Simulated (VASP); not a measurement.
Set up this calculation in VASP 6.6.1, as the native input.

* Task: single point
* Functional: r2SCAN
* Potentials or basis: VASP PAW PBE potentials, release 64 (Ti_sv, Al)
* Cutoff: 520 eV
* k mesh: 16 × 16 × 16
* Occupations: gaussian, width 0.15 eV
* Spin: no spin polarisation
* Dipole correction: no
* Further INCAR settings: ALGO = Normal; EDIFF = 1e-07; NBANDS = 14

The system is TiAl.

```xyz
2
Lattice="3.0797 0.0000 0.0000 0.0000 3.0797 0.0000 0.0000 0.0000 3.3876" Properties=species:S:1:pos:R:3 pbc="T T T"
Ti    0.0000    0.0000    0.0000
Al    1.5398    1.5398    1.6938
```

This cell differs from its parent crystal: ratio of the length along z to the lengths across it x 1.1, volume and fractional coordinates fixed.

The input as run:

POSCAR

```
TiAl
1.0
    3.0796524629      0.0000000000      0.0000000000
    0.0000000000      3.0796524629      0.0000000000
    0.0000000000      0.0000000000      3.3876177092
Ti Al
1 1
Direct
    0.0000000000      0.0000000000      0.0000000000
    0.5000000000      0.5000000000      0.5000000000
```

INCAR.step1

```
SYSTEM = TiAl
ALGO = Normal ; EDIFF = 1E-4
ENCUT = 520 ; GGA = PE
ISMEAR = 0 ; LASPH = .TRUE.
LCHARG = .FALSE. ; LREAL = .FALSE.
LWAVE = .TRUE. ; NBANDS = 14
NELM = 60 ; PREC = Accurate
SIGMA = 0.15
```

INCAR.step2

```
SYSTEM = TiAl
ALGO = Normal ; EDIFF = 1E-7
ENCUT = 520 ; ISIF = 2
ISMEAR = 0 ; ISTART = 1
LASPH = .TRUE. ; LCHARG = .FALSE.
LMIXTAU = .TRUE. ; LREAL = .FALSE.
LWAVE = .FALSE. ; METAGGA = R2SCAN
NBANDS = 14 ; NELM = 60
PREC = Accurate ; SIGMA = 0.15
```

KPOINTS

```
k-points
0
G
  16 16 16
  0 0 0
```

Potentials or basis: VASP PAW PBE potentials, release 64 (Ti_sv, Al).

Launch:

```sh
$ cat potpaw_PBE.64/Ti_sv/POTCAR potpaw_PBE.64/Al/POTCAR > POTCAR
$ cp INCAR.step1 INCAR
$ mpirun -np 1 vasp_std > vasp.out
$ cp INCAR.step2 INCAR
$ mpirun -np 1 vasp_std > vasp.out
```

It gave:

```yaml
Pressure: -0.5 GPa
Band_gap_on_the_k_mesh: zero (an odd number of electrons rules out a gap without spin polarisation)
```

Caveat: the stress differs along the axes, from -3 to 4 GPa; the PAW data sets were made with another functional, which shifts forces and pressure a little.

Run time: 13 min on 1 thread of Intel Xeon 8259CL, on a shared host, peak memory 0.31 GiB.
